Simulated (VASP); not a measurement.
A run of VASP 6.6.1:

File INCAR:

```
  PREC = Accurate
  ENCUT = 520
  EDIFF = 1E-6
  ISMEAR = 0
  SIGMA = 0.1
  LREAL = F
  LASPH = T
  NELM = 100
  ALGO = Normal
  ISIF = 2
  LWAVE = F
  LCHARG = F
  GGA = PE
  NBANDS = 22
```

KPOINTS

```
Automatic mesh
0
Gamma
  6 4 4
```

The input POSCAR:

```
Zr2H3
1.0
    3.4682560600      0.0000000000      0.0000000000
    0.0000000000      4.2666091700      0.0000000000
    0.0000000000      0.0000000000      5.1434890700
Zr H
2 3
Direct
    0.5000000000      0.5000000000      0.5000000000
    0.5000000000      0.0000000000      0.5000000000
    0.0000000000      0.0000000000      0.5000000000
    0.5000000000      0.0000000000      0.0000000000
    0.0000000000      0.0000000000      0.0000000000
```

Potentials or basis: VASP PAW PBE potentials, release 64 (Zr_sv, H).

Launch:

```sh
$ cat potpaw_PBE.64/Zr_sv/POTCAR potpaw_PBE.64/H/POTCAR > POTCAR
$ mpirun -np 1 vasp_std > vasp.out
```

Hardware: 1 thread of Intel(R) Xeon(R) 6975P-C (Granite Rapids) (shared host).

Task: How long does it take, and how much memory?

Result: Wall time 26 s on 1 thread of Intel(R) Xeon(R) 6975P-C (Granite Rapids) (shared host), peak memory 0.2 GiB. Counts: scf iterations 16, k points 36.
